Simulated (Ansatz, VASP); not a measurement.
# V: VASP beside Ansatz

INCAR

```
SYSTEM = V
  ALGO = Normal
  EDIFF = 1E-6
  ENCUT = 520
  GGA = PE
  ISIF = 2
  ISMEAR = 0
  ISPIN = 2
  LASPH = .TRUE.
  LCHARG = .FALSE.
  LMAXMIX = 4
  LORBIT = 11
  LREAL = .FALSE.
  LWAVE = .FALSE.
  MAGMOM = 2 2
  NBANDS = 24
  NELM = 150
  PREC = Accurate
  SIGMA = 0.1
```

File KPOINTS:

```
k-points
0
G
  8 8 8
  0 0 0
```

Contents of POSCAR:

```
V
1.0
    3.0273000000      0.0000000000      0.0000000000
    0.0000000000      3.0273000000      0.0000000000
    0.0000000000      0.0000000000      3.0273000000
V
2
Direct
    0.0000000000      0.0000000000      0.0000000000
    0.5000000000      0.5000000000      0.5000000000
```

Input for Ansatz:

```yaml
crystal:
  lattice:
    - [3.0273, 0.0, 0.0]
    - [0.0, 3.0273, 0.0]
    - [0.0, 0.0, 3.0273]
  atoms:
    - { symbol: V, position: [0.0, 0.0, 0.0], spin: 2.0 }
    - { symbol: V, position: [0.5, 0.5, 0.5], spin: 2.0 }
magnetization:
  spin_polarized: true
hamiltonian:
  xc: pbe
  pseudopotentials: { kind: paw }
basis:
  ecutwfc: 420
kpoints:
  mp_grid: { grid: [8, 8, 8] }
scf:
  occupations: { method: gaussian, width: 0.1 }
  lower_state_search: "off"
output:
  forces: true
  stress: true
```

Alike in both runs: task single point; functional PBE; k mesh 8 × 8 × 8; occupations gaussian, width 0.1 eV; collinear spin.

|  | VASP | Ansatz |
| --- | --- | --- |
| version | VASP 6.6.1 | Ansatz 0.2.0 |
| potentials or method | VASP PAW PBE potentials, release 64 (V_sv), cutoff 520 eV | PAW, plane waves, scalar-relativistic |
| valence electrons in the cell | 26 | 26 |

|  | VASP | Ansatz | Ansatz less VASP |
| --- | --- | --- | --- |
| pressure (GPa) | -5.0 | -5.2 | -0.19 |
| net moment per atom (μB) | 0.00 | 0.00 | 0.000 |

With one functional, cell and mesh, what is left measures potentials, basis and numerics. Ansatz's warnings: seeded moment not kept.
